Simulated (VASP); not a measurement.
# Sc in VASP: notebook

Sc is run at these levels: PBEsol; tasks: single point.

All numbers are computed with VASP 6.6.1; they aren't measurements. Logs are shortened: lines on timing, memory, paths and dates and some standing lists are left out, and cuts for length are marked.

## 1. The cell of the first run

The cell holds a slab with vacuum, 6 atoms: a = 3.219 Å, b = 3.219 Å, c = 27.380 Å, α = 90.00°, β = 90.00°, γ = 90.00°.

## 2. Single point, PBEsol

File INCAR:

```
SYSTEM = Sc
ALGO = Normal ; DIPOL = 0.5 0.5 0.500
EDIFF = 1E-6 ; ENCUT = 520
GGA = PS ; IDIPOL = 3
ISIF = 2 ; ISMEAR = -1
LASPH = .TRUE. ; LCHARG = .FALSE.
LDIPOL = .TRUE. ; LREAL = .FALSE.
LWAVE = .FALSE. ; NBANDS = 42
NELM = 100 ; PREC = Accurate
SIGMA = 0.05
```

File KPOINTS:

```
k-points
0
G
  13 13 1
  0 0 0
```

File POSCAR:

```
Sc
1.0
    3.2186714418      0.0000000000      0.0000000000
    0.0000000000      3.2186714418      0.0000000000
    0.0000000000      0.0000000000     27.3797000000
Sc
6
Direct
    0.2500000000      0.2500000000      0.2921868754
    0.7500000000      0.7500000000      0.3753121252
    0.2500000000      0.2500000000      0.4584373751
    0.7500000000      0.7500000000      0.5415626249
    0.2500000000      0.2500000000      0.6246878748
    0.7500000000      0.7500000000      0.7078131246
```

Potentials or basis: VASP PAW PBE potentials, release 64 (Sc_sv).

Started as:

```sh
cat potpaw_PBE.64/Sc_sv/POTCAR > POTCAR
mpirun -np 1 vasp_std > vasp.out
```

OUTCAR:

```text
SYSTEM = Sc
   EDIFF = 1E-6
   ENCUT = 520
   GGA = PS
   ISIF = 2
   ISMEAR = -1
   LASPH = .TRUE.
   LREAL = .FALSE.
   NELM = 100
   PREC = Accurate

 ion  position               nearest neighbor table
   1  0.250  0.250  0.292-   2 3.22   2 3.22   2 3.22   2 3.22
   2  0.750  0.750  0.375-   1 3.22   1 3.22   1 3.22   1 3.22   3 3.22   3 3.22   3 3.22   3 3.22

   3  0.250  0.250  0.458-   4 3.22   4 3.22   4 3.22   4 3.22   2 3.22   2 3.22   2 3.22   2 3.22

   4  0.750  0.750  0.542-   3 3.22   3 3.22   3 3.22   3 3.22   5 3.22   5 3.22   5 3.22   5 3.22

   5  0.250  0.250  0.625-   6 3.22   6 3.22   6 3.22   6 3.22   4 3.22   4 3.22   4 3.22   4 3.22

   6  0.750  0.750  0.708-   5 3.22   5 3.22   5 3.22   5 3.22

  LATTYP: Found a simple tetragonal cell.
 ALAT       =     3.2186714418
 C/A-ratio  =     8.5065221770

  Lattice vectors:

 A1 = (   3.2186714418,   0.0000000000,   0.0000000000)
 A2 = (   0.0000000000,   3.2186714418,   0.0000000000)
 A3 = (   0.0000000000,   0.0000000000,  27.3797000000)

Analysis of symmetry for initial positions (statically):
=====================================================================
 Subroutine PRICEL returns:
 Original cell was already a primitive cell.

 Routine SETGRP: Setting up the symmetry group for a
 simple tetragonal supercell.

 Subroutine GETGRP returns: Found 16 space group operations
 (whereof  4 operations were pure point group operations)
 out of a pool of 16 trial point group operations.

The static configuration has the point symmetry C_2h.
 The point group associated with its full space group is D_4h.

Analysis of symmetry for dynamics (positions and initial velocities):
=====================================================================
 Subroutine PRICEL returns:
 Original cell was already a primitive cell.

 Routine SETGRP: Setting up the symmetry group for a
 simple tetragonal supercell.

 Subroutine GETGRP returns: Found 16 space group operations
 (whereof  4 operations were pure point group operations)
 out of a pool of 16 trial point group operations.

The dynamic configuration has the point symmetry C_2h.
[... 109 lines left out ...]
   LREAL  =      F    real-space projection
   EDIFFG = 0.1E-04   stopping-criterion for IOM
   NSW    =      0    number of steps for IOM
   IBRION =     -1    ionic relax: 0-MD 1-quasi-New 2-CG
   NFREE  =      0    steps in history (QN), initial steepest desc. (CG)
   ISIF   =      2    stress and relaxation
   ISYM   =      2    0-nonsym 1-usesym 2-fastsym
   POTIM  = 0.5000    time-step for ionic-motion
   TEBEG  =    0.0;   TEEND  =   0.0 temperature during run
   PSTRESS=    0.0 pullay stress
   NELECT =      66.0000    total number of electrons
   NUPDOWN=      -1.0000    fix difference up-down
   EMIN   =  10.00;   EMAX   =-10.00  energy-range for DOS
   EFERMI =   0.00;   METHOD = LEGACY
   ISMEAR =    -1;   SIGMA  =   0.05  broadening in eV -4-tet -1-fermi 0-gaus
   EFERMI_NEDOS =   21; number of points for ismear=-14 and -15
   IALGO  =     38    algorithm
   IMIX   =      4    mixing-type and parameters
     AMIX     =   0.40;   BMIX     =  1.00
     AMIX_MAG =   1.60;   BMIX_MAG =  1.00
  volume/ion in A,a.u.               =      47.27       319.03
  Fermi-wavevector in a.u.,A,eV,Ry     =   1.006921  1.902805 13.794815  1.013890
  Thomas-Fermi vector in A             =   2.139694
   LORBIT       =      0    0 simple, 1 ext, 2 COOP (PROOUT), +10 PAW based schemes
   GGA     = PS    functional components
   LHFCALC =     F    Hartree Fock is set to
   AEXX    =    0.0000 exact exchange contribution
   IVDW    =     0    specifies the selected vdW correction
   LEPSILON=     F    determine dielectric tensor
   LRPA    =     F    only Hartree local field effects (RPA)
 non-spin polarized calculation
  energy-cutoff  :      520.00
  volume of cell :      283.65
 maximum number of plane-waves:      7711
 NGX is ok and might be reduce to    24
   NGX = 11   NGY = 11   NGZ =101

 number of electron      66.0000023 magnetization

 dipolmoment           0.000000      0.000000     -0.000000 electrons x Angstroem

 Free energy of the ion-electron system (eV)
  ---------------------------------------------------
  ext. energy  EPLUGINS =         0.00000000
  ---------------------------------------------------
  free energy    TOTEN  =       -37.70082239 eV

  energy without entropy =      -37.57675840  energy(sigma->0) =      -37.63879039

 E-fermi :   0.5368     XC(G=0):  -5.8011

 val. band max:        0.5250813479   @ k =   0.4615   0.3846   0.0000
 cond. band min:       0.5407429594   @ k =   0.4615   0.1538   0.0000
 fundamental gap:      0.0156616116
 Fermi energy:         0.5368044616

 k-point     1 :       0.0000    0.0000    0.0000
  band No.  band energies     occupation
      1     -49.0735      2.00000
      2     -49.0734      2.00000
      3     -48.5738      2.00000
      4     -48.5273      2.00000
      5     -48.4277      2.00000
      6     -48.4257      2.00000
[... 1069 lines left out ...]
     41       1.9216      0.00000
     42       2.0054      0.00000

 [... further k-points ...]

------------------------ aborting loop because EDIFF is reached ----------------------------------------

 vacuum level on the upper side and lower side of the slab       (xc-potential included)        -0.223        -0.223

  FORCE on cell =-STRESS in cart. coord.  units (eV):
  Direction    XX          YY          ZZ          XY          YZ          ZX
  --------------------------------------------------------------------------------------
  -------------------------------------------------------------------------------------
  Total       -1.2734893     -1.2734893     -1.8468345      0.0000000      0.0000000      0.0000000
  in kB       -7.1932292     -7.1932292    -10.4317359      0.0000000      0.0000000      0.0000000
  external PRESSURE =      -8.2727314 kB  Pullay stress =       0.0000000 kB

 VOLUME and BASIS-vectors are now :
 -----------------------------------------------------------------------------
  energy-cutoff  :      520.00
  volume of cell :      283.65
      direct lattice vectors                 reciprocal lattice vectors
     3.218671442  0.000000000  0.000000000     0.310687194  0.000000000  0.000000000
     0.000000000  3.218671442  0.000000000     0.000000000  0.310687194  0.000000000
     0.000000000  0.000000000 27.379700000     0.000000000  0.000000000  0.036523410

 POSITION                                       TOTAL-FORCE (eV/Angst)
 -----------------------------------------------------------------------------------
      0.80467      0.80467      7.99999         0.000000      0.000000      0.420361
      2.41400      2.41400     10.27593        -0.000000     -0.000000     -0.460900
      0.80467      0.80467     12.55188        -0.000000     -0.000000      0.061743
      2.41400      2.41400     14.82782        -0.000000     -0.000000     -0.061743
      0.80467      0.80467     17.10377         0.000000      0.000000      0.460900
      2.41400      2.41400     19.37971         0.000000     -0.000000     -0.420361
 -----------------------------------------------------------------------------------
    total drift:                                0.000000      0.000000      0.000000

  FREE ENERGIE OF THE ION-ELECTRON SYSTEM (eV)
  ---------------------------------------------------
  free  energy   TOTEN  =       -37.7008223850 eV

  energy  without entropy=      -37.5767584008  energy(sigma->0) =      -37.63879039

 vacuum level on the upper side and lower side of the slab         3.417         3.417
```

It took 20 min on 1 thread of Intel Xeon 8259CL, shared host; peak memory 0.48 GiB.

What came out:

* Free energy: -37.7008 eV
* Largest force: 0.461 eV/Å
* Band gap on the k mesh: zero (bands 33 and 34 overlap by 0.52 eV)

Forces in eV/Å, atoms in the order of the input:
```
Sc   0.000  0.000  0.420
Sc   0.000  0.000 -0.461
Sc   0.000  0.000  0.062
Sc   0.000  0.000 -0.062
Sc   0.000  0.000  0.461
Sc   0.000  0.000 -0.420
```

Levels at points of the mesh, in eV from the Fermi level:
```csv
k point,band 30,band 31,band 32,band 33,band 34,band 35
"(0.00, 0.00, 0.00)",-1.70,-0.62,-0.40,-0.08,0.05,0.06
```

Caveat: the PAW data sets were made with another functional, which shifts forces and pressure a little.

## 3. Single point, PBEsol

File INCAR:

```
PREC = Accurate ; ENCUT = 520
EDIFF = 1E-6 ; ISMEAR = -1
SIGMA = 0.05 ; LREAL = False
LASPH = True ; NELM = 80
ALGO = Normal ; ISIF = 2
LWAVE = False ; LCHARG = False
LDIPOL = True ; IDIPOL = 3
DIPOL = 0.5 0.5 0.500 ; GGA = PS
NBANDS = 42
```

File KPOINTS:

```
regular mesh
0
Gamma
  13 13 1
```

File POSCAR:

```
Sc
1.0
    3.2186714418      0.0000000000      0.0000000000
    0.0000000000      3.2186714418      0.0000000000
    0.0000000000      0.0000000000     27.3797000000
Sc
6
Direct
    0.2500000000      0.2500000000      0.2981170625
    0.7500000000      0.7500000000      0.3750935425
    0.2500000000      0.2500000000      0.4588999230
    0.7500000000      0.7500000000      0.5411000836
    0.2500000000      0.2500000000      0.6249064445
    0.7500000000      0.7500000000      0.7018829439
```

Potentials or basis: VASP PAW PBE potentials, release 64 (Sc_sv).

Started as:

```sh
cat potpaw_PBE.64/Sc_sv/POTCAR > POTCAR
mpirun -np 1 vasp_std > vasp.out
```

Wall time 22 min (1 thread of Intel Xeon 8259CL, shared host); peak memory 0.48 GiB.

Results (log left out):

* Free energy: -37.7757 eV
* Largest force: 0.008 eV/Å
* Band gap on the k mesh: zero (bands 33 and 34 overlap by 0.57 eV)

Forces on the atoms (eV/Å):
```
Sc   0.000  0.000 -0.008
Sc   0.000  0.000  0.003
Sc   0.000  0.000  0.000
Sc   0.000  0.000  0.000
Sc   0.000  0.000 -0.003
Sc   0.000  0.000  0.008
```

Levels at points of the mesh, in eV from the Fermi level:
```tsv
k point	band 28	band 29	band 30	band 31	band 32	band 33	band 34	band 35	band 36	band 37
(0.00, 0.00, 0.00)	-2.85	-2.05	-1.69	-0.66	-0.47	-0.10	0.06	0.08	0.60	1.28
```

Caveat: the PAW data sets were made with another functional, which shifts forces and pressure a little.
